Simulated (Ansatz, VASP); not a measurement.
**Re3C2: VASP beside Ansatz**

```xyz
5
Lattice="1.4293 0.8252 7.8942 -1.4293 0.8252 7.8942 0.0000 -1.6504 7.8942" Properties=species:S:1:pos:R:3 pbc="T T T"
Re    0.0000    0.0000    0.0000
Re    0.0000    0.0000    5.0923
Re    0.0000    0.0000   18.5903
C     0.0000    0.0000    9.3467
C     0.0000    0.0000   14.3359
```

Alike in both runs: functional PBE; k mesh 18 × 18 × 18; occupations gaussian, width 0.1 eV; no spin polarisation.

Ansatz relaxed the structure, and its values are those at the end. VASP's run is a single point on that final structure, the one shown.

```csv
,VASP,Ansatz
version,VASP 6.6.1,Ansatz 0.2.0
potentials or method,"VASP PAW PBE potentials, release 64 (Re, C), cutoff 520 eV","scalar-relativistic, plane waves, PAW"
valence electrons in the cell,29,53
```

VASP gave:

- gap on the k mesh at the Fermi level (eV): none
- pressure (GPa): 2.1
- rms of the force components (eV/Å): 0.055

Question: Which values does Ansatz return?

Answer: gap on the k mesh at the Fermi level (eV): none; pressure (GPa): 0.0; rms of the force components (eV/Å): 0.001.

A gap of «none» marks a metal or a gap that the smearing closes. With one functional, cell and mesh, what is left measures potentials, basis and numerics. VASP's potentials hold 29 valence electrons a cell and Ansatz's 53, so a difference there can come from the potentials and not from the codes.

Neither program's run includes spin-orbit coupling.
